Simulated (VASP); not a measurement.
Wanted: the native input for a VASP 6.6.1 run.

```
Task                   : single point
Functional             : PBEsol
Potentials or basis    : VASP PAW PBE potentials, release 64 (Pd)
Cutoff                 : 520 eV
k mesh                 : 20 × 20 × 20
Occupations            : gaussian, width 0.15 eV
Spin                   : no spin polarisation
Dipole correction      : no
Further INCAR settings : ALGO = Fast; EDIFF = 1e-06; NBANDS = 11
```

The structure of Pd lies in POSCAR:

```
Pd
1.0
    0.0000000000      1.9449000000      2.0421450000
    1.9449000000      0.0000000000      2.0421450000
    1.9449000000      1.9449000000      0.0000000000
Pd
1
Direct
    0.0000000000      0.0000000000      0.0000000000
```

This cell differs from its parent crystal: strain +0.000 along x and y, +0.050 along z.

These files were run (other wordings do the same):

INCAR

```
  PREC = Accurate
  ENCUT = 520
  EDIFF = 1E-6
  ISMEAR = 0
  SIGMA = 0.15
  LREAL = False
  LASPH = True
  NELM = 60
  ALGO = Fast
  ISIF = 2
  LWAVE = False
  LCHARG = True
  GGA = PS
  LELF = True
  LVHAR = True
  NBANDS = 11
```

KPOINTS

```
regular mesh
0
Gamma
  20 20 20
```

Potentials or basis: VASP PAW PBE potentials, release 64 (Pd).

Run with:

```sh
$ cat potpaw_PBE.64/Pd/POTCAR > POTCAR
$ mpirun -np 1 vasp_std > vasp.out
```

Results of the run:

| Property | Result |
| --- | --- |
| Pressure | -10.4 GPa |
| Band gap on the k mesh | zero (band 5 reaches 9.28 eV, above the bottom of band 6 at 7.66 eV) |

Caveat: the cell differs from its parent crystal (strain +0.000 along x and y, +0.050 along z); the PAW data sets were made with another functional, which shifts forces and pressure a little.

Wall time 53 s on 1 thread of Intel(R) Xeon(R) Platinum 8375C CPU @ 2.90GHz (Ice Lake), on a shared host, peak memory 0.22 GiB.
